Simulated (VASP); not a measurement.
W: single point with PBEsol

W:

```
W
1.0
     0.00000    2.08586    1.78737
     2.08586    0.00000    1.78737
     2.08586    2.08586    0.00000
W
1
Direct
  0.00000 0.00000 0.00000
```

```yaml
Program: VASP 6.6.1
Task: single point
Functional: PBEsol
Potentials_or_basis: VASP PAW PBE potentials, release 64 (W_sv)
Cutoff: 500 eV
k_mesh: 22 × 22 × 22
Occupations: gaussian, width 0.15 eV
Spin: no spin polarisation
Dipole_correction: no
Further_INCAR_settings: ALGO = Normal; EDIFF = 1e-06; NBANDS = 13
```

```yaml
Pressure: 7.8 GPa
Band_gap_on_the_k_mesh: zero (bands 7 and 8 overlap by 5.91 eV)
```

Stress tensor (GPa, compression positive):
```
 18.93   0.00   0.00
  0.00  18.93   0.00
  0.00   0.00 -14.53
```

Levels at points of the mesh, in eV from the Fermi level:
```tsv
k point	band 3	band 4	band 5	band 6	band 7	band 8	band 9	band 10	band 11	band 12
(0.00, 0.00, 0.00)	-37.53	-37.52	-9.67	-1.50	-1.50	0.48	0.71	3.26	12.91	16.27
(0.50, 0.00, 0.00)	-37.86	-37.57	-6.31	-2.46	0.15	0.51	4.11	5.80	10.93	11.99
(0.50, 0.50, 0.00)	-38.26	-38.26	-6.17	-5.57	4.99	5.26	5.75	5.75	10.29	10.29
(0.50, 0.00, 0.50)	-38.05	-37.75	-6.31	-4.88	1.98	4.34	4.59	6.57	11.46	12.55
```

Wall time 82 s on 1 thread of Intel Xeon 8259CL, with other jobs on the host, peak memory 0.26 GiB.

Caveat: the cell stands under pressure; the PAW data sets were made with another functional, which shifts forces and pressure a little; spin-orbit coupling is left out, which moves the levels of the heavy elements.
